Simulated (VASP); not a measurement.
Ga: single point with r2SCAN

Ga:

```
Ga
1.0
     0.00000    2.92099    2.92099
     2.92099    0.00000    2.92099
     2.92099    2.92099    0.00000
Ga
2
Cartesian
  0.0000 0.0000 0.0000
  1.4605 1.4605 1.4605
```

* Program: VASP 6.6.1
* Task: single point
* Functional: r2SCAN
* Potentials or basis: VASP PAW PBE potentials, release 64 (Ga_d)
* Cutoff: 520 eV
* k mesh: 10 × 10 × 10
* Occupations: fermi-dirac, width 0.1 eV
* Spin: no spin polarisation

| Item | Value |
| --- | --- |
| Pressure | -1.3 GPa |
| Band gap on the k mesh | zero (band 13 reaches 5.41 eV, above the bottom of band 14 at 1.06 eV) |

Levels at points of the mesh, in eV from the Fermi level:
| k point | band 9 | band 10 | band 11 | band 12 | band 13 | band 14 | band 15 | band 16 | band 17 | band 18 |
| --- | --- | --- | --- | --- | --- | --- | --- | --- | --- | --- |
| (0.00, 0.00, 0.00) | -14.79 | -14.79 | -9.83 | 2.90 | 2.90 | 2.90 | 4.12 | 5.06 | 5.06 | 5.06 |
| (0.50, 0.00, 0.00) | -14.78 | -14.78 | -7.52 | -4.83 | 1.32 | 1.32 | 3.37 | 6.11 | 6.11 | 8.83 |
| (0.50, 0.50, 0.00) | -14.75 | -14.75 | -5.73 | -5.73 | -0.55 | -0.55 | 3.12 | 3.12 | 12.58 | 12.58 |

Run time: 68 s on 1 thread of Intel(R) Xeon(R) 6975P-C (Granite Rapids), with other jobs on the host, peak memory 0.2 GiB.

Caveat: the PAW data sets were made with another functional, which shifts forces and pressure a little.
